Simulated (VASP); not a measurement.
# AlSi11O24 (a cell with a defect) in VASP: single point with PBEsol

Aim: the single point of AlSi11O24 (a cell with a defect) with PBEsol.

All numbers are computed with VASP 6.6.1; they aren't measurements. Logs are shortened: lines on timing, memory, paths and dates and some standing lists are left out, and cuts for length are marked.

## (1) The cell of the first run

The cell holds a defect, 72 atoms: a = 8.389 Å, b = 8.389 Å, c = 8.036 Å, α = 90.00°, β = 90.00°, γ = 90.00°.

## (2) Single point, PBEsol, collinear spin

INCAR

```
SYSTEM = AlSi11O24
PREC     = Accurate       ! precision mode
ENCUT    = 520            ! plane-wave cutoff, eV
EDIFF    = 1E-6           ! SCF threshold, eV
ISMEAR   = -1             ! smearing method
SIGMA    = 0.05           ! smearing width, eV
LREAL    = Auto         
LASPH    = .TRUE.         ! aspherical terms in the spheres
NELM     = 200            ! most SCF steps
ALGO     = Normal         ! electronic algorithm
ISIF     = 2              ! what is computed and relaxed
LWAVE    = .FALSE.        ! write WAVECAR
LCHARG   = .FALSE.        ! write CHGCAR
ISPIN    = 2              ! spin polarisation
MAGMOM   = 0 0 0 0 0 0 0 0 0 0 0 0 0 0 0 0 0 0 0 0 0 0 0.154 0.154 0.154 0.154 0 0 0 0 0 0 0 0 0.154 0 0.154 0.154 0 0 0 0 0 0 0 0 0 0 0.154 0 0 0 0 0 0.154 0.154 0 0 0 0 0.154 0 0 0.154 0.154 0 0 0 0 0 0 0 ! initial moments
LORBIT   = 11             ! projections on sites
GGA      = PS             ! functional
NBANDS   = 237            ! bands
ISYM     = -1           
GGA_COMPAT= .FALSE.
```

KPOINTS

```
explicit points
1
Reciprocal
  0.25000000   0.25000000   0.25000000 1
```

POSCAR

```
AlSi11O24
1.0
    8.3886930000      0.0000000000      0.0000000000
    0.0000000000      8.3886930000      0.0000000000
    0.0000000000      0.0000000000      8.0356430000
Si Al O
22 2 48
Direct
    0.0015780000      0.0018010000      0.9986790000
    0.0009980000      0.0012160000      0.3339850000
    0.9997200000      0.9999050000      0.6659670000
    0.9990430000      0.5008050000      0.0003570000
    0.9990290000      0.5007310000      0.3319190000
    0.9996110000      0.4999160000      0.6664040000
    0.5006090000      0.9991770000      0.0003300000
    0.5005120000      0.9991460000      0.3319200000
    0.4996900000      0.9997330000      0.6663880000
    0.4977150000      0.4978340000      0.9987960000
    0.4993570000      0.4994810000      0.6652080000
    0.2486620000      0.2487860000      0.4981510000
    0.2496330000      0.2497480000      0.8335580000
    0.2514120000      0.7481130000      0.1650510000
    0.2514400000      0.7480710000      0.5006490000
    0.2497580000      0.7497940000      0.8326540000
    0.7479220000      0.2515730000      0.1650490000
    0.7479120000      0.2515810000      0.5006620000
    0.7495740000      0.2499540000      0.8326410000
    0.7505090000      0.7506880000      0.1670160000
    0.7504330000      0.7506930000      0.4983990000
    0.7496120000      0.7497990000      0.8330850000
    0.4987440000      0.4988840000      0.3334440000
    0.2490870000      0.2491920000      0.1672190000
    0.1494220000      0.1495610000      0.9910730000
    0.1470140000      0.1472610000      0.3415090000
    0.1521610000      0.1523380000      0.6664210000
    0.1501870000      0.6546390000      0.9979690000
    0.1526920000      0.6531000000      0.3330740000
    0.1510060000      0.6530580000      0.6674190000
    0.6544590000      0.1503720000      0.9979540000
    0.6529410000      0.1528530000      0.3330900000
    0.6528830000      0.1511800000      0.6674230000
    0.6530330000      0.6531450000      0.9989480000
    0.6573590000      0.6574490000      0.3332620000
    0.6535920000      0.6537290000      0.6661730000
    0.3491790000      0.3492780000      0.9908530000
    0.3447080000      0.3448510000      0.3425500000
    0.3457440000      0.3458660000      0.6666270000
    0.3463620000      0.8480790000      0.9979510000
    0.3480150000      0.8453880000      0.3330190000
    0.3455670000      0.8492910000      0.6673750000
    0.8479140000      0.3465570000      0.9979360000
    0.8452670000      0.3481910000      0.3330470000
    0.8491620000      0.3457630000      0.6673860000
    0.8476300000      0.8478110000      0.9989030000
    0.8499510000      0.8501890000      0.3332210000
    0.8468750000      0.8470760000      0.6662740000
    0.0911830000      0.4074350000      0.1659980000
    0.0947390000      0.4031800000      0.5000390000
    0.0962480000      0.4039700000      0.8328760000
    0.0979390000      0.9030300000      0.1657450000
    0.0962310000      0.9001740000      0.5013350000
    0.0955760000      0.9009970000      0.8316160000
    0.5992910000      0.3991140000      0.1574760000
    0.6015090000      0.4005040000      0.5086400000
    0.5986890000      0.4036970000      0.8314810000
    0.6000310000      0.9010390000      0.1658280000
    0.5976840000      0.9033540000      0.4998970000
    0.5968900000      0.9019420000      0.8327320000
    0.4072770000      0.0913230000      0.1659920000
    0.4029490000      0.0948910000      0.5000280000
    0.4037930000      0.0963540000      0.8328490000
    0.3989410000      0.5993450000      0.1574440000
    0.4003160000      0.6016060000      0.5086750000
    0.4035290000      0.5988310000      0.8314860000
    0.9028290000      0.0981840000      0.1657320000
    0.8999970000      0.0964340000      0.5013520000
    0.9008320000      0.0957940000      0.8316160000
    0.9008990000      0.6002270000      0.1658520000
    0.9032090000      0.5979150000      0.4998970000
    0.9018270000      0.5970810000      0.8327520000
```

Potentials or basis: VASP PAW PBE potentials, release 64 (Si, Al, O).

Launch:

```bash
cat potpaw_PBE.64/Si/POTCAR potpaw_PBE.64/Al/POTCAR potpaw_PBE.64/O/POTCAR > POTCAR
mpirun -np 1 vasp_std > vasp.out
```

OUTCAR:

```text
SYSTEM = AlSi11O24
   PREC = Accurate
   ENCUT = 520
   EDIFF = 1E-6
   ISMEAR = -1
   LREAL = Auto
   LASPH = .TRUE.
   NELM = 200
   ISIF = 2
   ISPIN = 2
   LORBIT = 11
   GGA = PS
   ISYM = -1

 ion  position               nearest neighbor table
   1  0.002  0.002  0.999-  25 1.75  69 1.77  54 1.77  67 1.77  52 1.77  46 1.83   3 2.67   2 2.69
                            24 3.23
   2  0.001  0.001  0.334-  26 1.73  68 1.78  53 1.78  52 1.78  67 1.78  47 1.79   3 2.67   1 2.69
                            24 3.23
   3  1.000  1.000  0.666-  68 1.76  53 1.76  54 1.76  69 1.76  27 1.81  48 1.81   2 2.67   1 2.67
[... 37 lines left out ...]
  22  0.750  0.750  0.833-  34 1.76  36 1.76  46 1.77  48 1.77  60 1.81  72 1.81  20 2.68  21 2.69

  23  0.499  0.499  0.333-  38 1.83  56 1.85  65 1.85  64 1.85  55 1.85  35 1.88  11 2.67  10 2.69
                            18 3.24  15 3.24  17 3.24  14 3.24  12 3.25  24 3.25
  24  0.249  0.249  0.167-  38 1.81  25 1.84  37 1.85  26 1.85  61 1.87  49 1.88  12 2.66  13 2.68
                             1 3.23   2 3.23  10 3.25  23 3.25   8 3.26   5 3.26
  25  0.149  0.150  0.991-  13 1.74   1 1.75  24 1.84
  26  0.147  0.147  0.342-   2 1.73  12 1.74  24 1.85
  27  0.152  0.152  0.666-  12 1.77  13 1.77   3 1.81
  28  0.150  0.655  0.998-  16 1.76  14 1.77   4 1.81
  29  0.153  0.653  0.333-  15 1.77  14 1.77   5 1.82
  30  0.151  0.653  0.667-  16 1.76  15 1.77   6 1.81
[... 40 lines left out ...]
  71  0.903  0.598  0.500-   6 1.77   5 1.77  21 1.81
  72  0.902  0.597  0.833-   6 1.77   4 1.77  22 1.81

IMPORTANT INFORMATION: All symmetrisations will be switched off!
NOSYMM: (Re-)initialisation of all symmetry stuff for point group C_1.

----------------------------------------------------------------------------------------

                                     Primitive cell

  volume of cell :     565.4696

  direct lattice vectors                    reciprocal lattice vectors
     8.388693000  0.000000000  0.000000000     0.119208082  0.000000000  0.000000000
     0.000000000  8.388693000  0.000000000     0.000000000  0.119208082  0.000000000
     0.000000000  0.000000000  8.035643000     0.000000000  0.000000000  0.124445548

  length of vectors
     8.388693000  8.388693000  8.035643000     0.119208082  0.119208082  0.124445548

  position of ions in fractional coordinates (direct lattice)
     0.001578000  0.001801000  0.998679000
     0.000998000  0.001216000  0.333985000
     0.999720000  0.999905000  0.665967000
     0.999043000  0.500805000  0.000357000
     0.999029000  0.500731000  0.331919000
     0.999611000  0.499916000  0.666404000
[... 64 lines left out ...]
     0.903209000  0.597915000  0.499897000
     0.901827000  0.597081000  0.832752000

  ion indices of the primitive-cell ions
   primitive index   ion index
                 1           1
                 2           2
                 3           3
                 4           4
                 5           5
                 6           6
[... 64 lines left out ...]
                71          71
                72          72

----------------------------------------------------------------------------------------

 KPOINTS: explicit points

Read explicit list of k-points.

 Found      1 k-points:

 Following reciprocal coordinates:
            Coordinates               Weight
  0.250000  0.250000  0.250000      1.000000
   k-points           NKPTS =      1   k-points in BZ     NKDIM =      1   number of bands    NBANDS=    237
   number of dos      NEDOS =    301   number of ions     NIONS =     72
   total plane-waves  NPLWV = 245760
   dimension x,y,z NGX =    64 NGY =   64 NGZ =   60
   dimension x,y,z NGXF=   128 NGYF=  128 NGZF=  120
[... 25 lines left out ...]
   NUPDOWN=      -1.0000    fix difference up-down
   EMIN   =  10.00;   EMAX   =-10.00  energy-range for DOS
   EFERMI =   0.00;   METHOD = LEGACY
   ISMEAR =    -1;   SIGMA  =   0.05  broadening in eV -4-tet -1-fermi 0-gaus
   EFERMI_NEDOS =   21; number of points for ismear=-14 and -15
   IALGO  =     38    algorithm
   IMIX   =      4    mixing-type and parameters
     AMIX     =   0.40;   BMIX     =  1.00
     AMIX_MAG =   1.60;   BMIX_MAG =  1.00
  volume/ion in A,a.u.               =       7.85        53.00
  Fermi-wavevector in a.u.,A,eV,Ry     =   1.436458  2.714512 28.074411  2.063411
  Thomas-Fermi vector in A             =   2.555644
   LORBIT       =     11    0 simple, 1 ext, 2 COOP (PROOUT), +10 PAW based schemes
   GGA     = PS    functional components
   LHFCALC =     F    Hartree Fock is set to
   AEXX    =    0.0000 exact exchange contribution
   IVDW    =     0    specifies the selected vdW correction
   LEPSILON=     F    determine dielectric tensor
   LRPA    =     F    only Hartree local field effects (RPA)
 spin polarized calculation
  energy-cutoff  :      520.00
  volume of cell :      565.47
 maximum number of plane-waves:     15222
 NGX is ok and might be reduce to    64
   NGX = 31   NGY = 31   NGZ = 29

 number of electron     381.9999850 magnetization      -0.0112445

 number of electron     381.9999850 magnetization       0.0000077

 Free energy of the ion-electron system (eV)
  ---------------------------------------------------
  ext. energy  EPLUGINS =         0.00000000
  ---------------------------------------------------
  free energy    TOTEN  =      -582.37126663 eV

  energy without entropy =     -582.36076881  energy(sigma->0) =     -582.36601772

 E-fermi :   7.3915     XC(G=0): -12.4472

 val. band max:        7.1410410193   @ k =   0.2500   0.2500   0.2500
 cond. band min:       7.6290047151   @ k =   0.2500   0.2500   0.2500
 fundamental gap:      0.4879636958
 Fermi energy:         7.3915144832

 spin component 1

 k-point     1 :       0.2500    0.2500    0.2500
  band No.  band energies     occupation
      1     -14.2996      1.00000
      2     -13.7920      1.00000
      3     -13.6447      1.00000
      4     -13.4923      1.00000
      5     -13.1638      1.00000
      6     -13.1462      1.00000
[... 195 lines left out ...]
    202      15.9172      0.00000
    203      15.9641      0.00000
 Fermi energy:         7.3915144832

 spin component 2

 k-point     1 :       0.2500    0.2500    0.2500
  band No.  band energies     occupation
      1     -14.2996      1.00000
      2     -13.7920      1.00000
      3     -13.6447      1.00000
      4     -13.4923      1.00000
      5     -13.1638      1.00000
      6     -13.1461      1.00000
[... 195 lines left out ...]
    202      15.9172      0.00000
    203      15.9641      0.00000
 [bands above 203 left out]

------------------------ aborting loop because EDIFF is reached ----------------------------------------

  FORCE on cell =-STRESS in cart. coord.  units (eV):
  Direction    XX          YY          ZZ          XY          YZ          ZX
  --------------------------------------------------------------------------------------
  -------------------------------------------------------------------------------------
  Total       11.7162931     11.7063747     20.2985829     -0.4730815      1.1897796      1.1867231
  in kB       33.1964447     33.1683425     57.5131382     -1.3404090      3.3710706      3.3624107
  external PRESSURE =      41.2926418 kB  Pullay stress =       0.0000000 kB

 VOLUME and BASIS-vectors are now :
 -----------------------------------------------------------------------------
  energy-cutoff  :      520.00
  volume of cell :      565.47
      direct lattice vectors                 reciprocal lattice vectors
     8.388693000  0.000000000  0.000000000     0.119208082  0.000000000  0.000000000
     0.000000000  8.388693000  0.000000000     0.000000000  0.119208082  0.000000000
     0.000000000  0.000000000  8.035643000     0.000000000  0.000000000  0.124445548

 POSITION                                       TOTAL-FORCE (eV/Angst)
 -----------------------------------------------------------------------------------
      0.01324      0.01511      8.02503        -0.008342     -0.011735      0.006105
      0.00837      0.01020      2.68378        -0.010462     -0.012193     -0.010290
      8.38634      8.38790      5.35147         0.007088      0.006326      0.003402
      8.38067      4.20110      0.00287        -0.009821      0.006394     -0.019363
      8.38055      4.20048      2.66718        -0.020768      0.002400      0.020348
      8.38543      4.19364      5.35498        -0.011369      0.005142     -0.002127
[... 64 lines left out ...]
      7.57674      5.01573      4.01699        -0.024695      0.022455      0.001396
      7.56515      5.00873      6.69170        -0.024667      0.025534     -0.001693
 -----------------------------------------------------------------------------------
    total drift:                                0.014856      0.010730      0.006596

  FREE ENERGIE OF THE ION-ELECTRON SYSTEM (eV)
  ---------------------------------------------------
  free  energy   TOTEN  =      -582.3712666278 eV

  energy  without entropy=     -582.3607688057  energy(sigma->0) =     -582.36601772

 total charge

# of ion       s       p       d       tot
------------------------------------------
    1        0.591   0.879   0.000   1.470
    2        0.593   0.887   0.000   1.480
    3        0.591   0.879   0.000   1.470
    4        0.592   0.882   0.000   1.474
    5        0.592   0.878   0.000   1.469
    6        0.591   0.880   0.000   1.471
[... 64 lines left out ...]
   71        1.547   3.656   0.000   5.203
   72        1.547   3.658   0.000   5.204
--------------------------------------------------
tot         87.923 195.864   0.000 283.787

 magnetization (x)

# of ion       s       p       d       tot
------------------------------------------
    1       -0.000  -0.000   0.000  -0.000
    2       -0.000   0.000   0.000   0.000
    3       -0.000  -0.000   0.000  -0.000
    4        0.000   0.000   0.000   0.000
    5        0.000   0.000   0.000   0.000
    6        0.000   0.000   0.000   0.000
[... 64 lines left out ...]
   71        0.000  -0.000   0.000  -0.000
   72       -0.000  -0.000   0.000  -0.000
--------------------------------------------------
tot          0.000  -0.000   0.000  -0.000
```

Wall time 5.3 min (1 thread of Intel Xeon 6975P-C (Granite Rapids), shared host); peak memory 0.81 GiB.

What came out:

```yaml
Free_energy: -582.3713 eV
Pressure: 4.1 GPa
Largest_force: 0.072 eV/Å
Net_moment: 0.00 μB per cell
Valence_electrons_inside_the_program's_atomic_spheres: Si 1.47, 1.48, 1.49 (each value once); Al 0.77; O 5.22, 5.20, 5.21, 5.19 (each value once)
```

Forces on the atoms (eV/Å):
```
Si  -0.008 -0.012  0.006
Si  -0.010 -0.012 -0.010
Si   0.007  0.006  0.003
Si  -0.010  0.006 -0.019
Si  -0.021  0.002  0.020
Si  -0.011  0.005 -0.002
Si   0.014 -0.007 -0.016
Si   0.011 -0.010  0.013
Si   0.012 -0.006  0.002
Si   0.004  0.011  0.016
Si  -0.004  0.003  0.002
Si  -0.025 -0.013  0.022
Si  -0.015 -0.006  0.008
Si  -0.014  0.010  0.005
Si  -0.015  0.009 -0.008
Si   0.002 -0.011  0.000
Si   0.022 -0.008  0.009
Si   0.017 -0.004 -0.012
Si   0.004  0.004  0.002
Si   0.007  0.002 -0.015
Si   0.017 -0.003  0.016
Si   0.010  0.002 -0.001
Al   0.008  0.010 -0.010
Al  -0.012 -0.004 -0.016
O    0.000  0.001  0.017
O    0.002 -0.003 -0.011
O   -0.018 -0.020 -0.001
O   -0.021 -0.021  0.001
O   -0.022 -0.018  0.003
O   -0.018 -0.020  0.001
O   -0.026 -0.026  0.001
O   -0.022 -0.029  0.003
O   -0.024 -0.022 -0.001
O   -0.029 -0.025  0.004
O   -0.055 -0.045 -0.002
O   -0.024 -0.021 -0.004
O    0.004  0.003  0.021
O    0.042  0.041 -0.037
O    0.017  0.016 -0.007
O    0.025  0.024 -0.001
O    0.016  0.028  0.003
O    0.024  0.026  0.001
O    0.024  0.023  0.000
O    0.023  0.012 -0.001
O    0.019  0.020  0.002
O    0.026  0.028  0.004
O    0.023  0.023 -0.004
O    0.020  0.022  0.001
O    0.052 -0.048  0.002
O    0.027 -0.023 -0.002
O    0.019 -0.020  0.002
O    0.020 -0.030  0.002
O    0.027 -0.026 -0.006
O    0.024 -0.023  0.000
O   -0.003  0.003  0.016
O    0.002  0.000 -0.015
O    0.020 -0.019 -0.001
O    0.017 -0.016  0.000
O    0.020 -0.024  0.001
O    0.022 -0.020 -0.001
O   -0.050  0.051  0.003
O   -0.014  0.017 -0.002
O   -0.021  0.022  0.003
O    0.000  0.011  0.021
O    0.003  0.009 -0.022
O   -0.017  0.020  0.000
O   -0.027  0.013  0.002
O   -0.026  0.023 -0.006
O   -0.025  0.021  0.000
O   -0.016  0.018 -0.004
O   -0.025  0.022  0.001
O   -0.025  0.026 -0.002
```

Caveat: the PAW data sets were made with another functional, which shifts forces and pressure a little.
